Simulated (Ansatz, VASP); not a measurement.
# One calculation of BaTiO3, two programs

```
Ba Ti O
1.0
     3.94574    0.00000    0.00000
     0.00000    3.94574    0.00000
     0.00000    0.00000    3.96370
Ba Ti O
1 1 3
Direct
  0.00000 0.00000 0.00000
  0.50000 0.50000 0.48200
  0.50000 0.50000 0.01600
  0.50000 0.00000 0.51500
  0.00000 0.50000 0.51500
```

Change from the starting cell: volume scaled by 0.96.

Alike in both runs: task single point; functional PBEsol; k mesh 7 × 7 × 7; occupations fermi-dirac, width 0.08 eV; no spin polarisation.

|  | VASP | Ansatz |
| --- | --- | --- |
| version | VASP 6.6.1 | Ansatz 0.2.0 |
| potentials or method | VASP PAW PBE potentials, release 64 (Ba_sv, Ti_sv, O), cutoff 520 eV | all-electron LAPW, scalar-relativistic |

|  | VASP | Ansatz | Ansatz less VASP |
| --- | --- | --- | --- |
| pressure (GPa) | 5.7 | 3.6 | -2.11 |
| traceless stress, the component that is largest in VASP (GPa) | 1.26 | 1.18 | -0.080 |
| rms of the force components (eV/Å) | 0.094 | 0.086 | -0.0087 |

VASP's potentials were made for PBE, not for PBEsol. Atom by atom the forces differ by 0.021 eV/Å (rms over components). Ansatz ran all-electron here, and VASP with PAW potentials.

Neither program's run includes spin-orbit coupling.
